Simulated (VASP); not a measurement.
# Be5Ir: single point with PBE

The system is Be5Ir.

```
Be Ir
1.0
     4.19881    0.00000    0.00000
    -2.09941    3.63628    0.00000
     0.00000    0.00000    3.46039
Be Ir
5 1
Direct
  0.33333 0.66667 0.00000
  0.66667 0.33333 0.00000
  0.50000 0.00000 0.50000
  0.50000 0.50000 0.50000
  0.00000 0.50000 0.50000
  0.00000 0.00000 0.00000
```

```yaml
Program: VASP 6.6.1
Task: single point
Functional: PBE
Potentials_or_basis: VASP PAW PBE potentials, release 64 (Be, Ir)
Cutoff: 520 eV
k_mesh: 12 × 12 × 12
Occupations: gaussian, width 0.1 eV
Spin: no spin polarisation
Dipole_correction: no
Further_INCAR_settings: ALGO = Normal; EDIFF = 1e-07; NBANDS = 18
```

The pressure is 0.2 GPa.

Levels at points of the mesh, in eV from the Fermi level:
```tsv
k point	band 8	band 9	band 10	band 11	band 12	band 13
(0.00, 0.00, 0.00)	-1.81	-1.22	-1.22	3.31	4.10	4.10
(0.50, 0.00, 0.00)	-2.08	-0.46	0.61	2.19	3.02	5.21
(0.00, 0.00, 0.50)	-0.49	3.50	3.50	4.17	4.17	4.34
(0.50, 0.00, 0.50)	-2.15	-2.02	-0.24	-0.20	4.67	4.92
```

It took 95 s on 1 thread of Oxide Virtual Turin-like Processor, on a shared host, peak memory 0.23 GiB.

Caveat: spin-orbit coupling is left out, which moves the levels of the heavy elements.
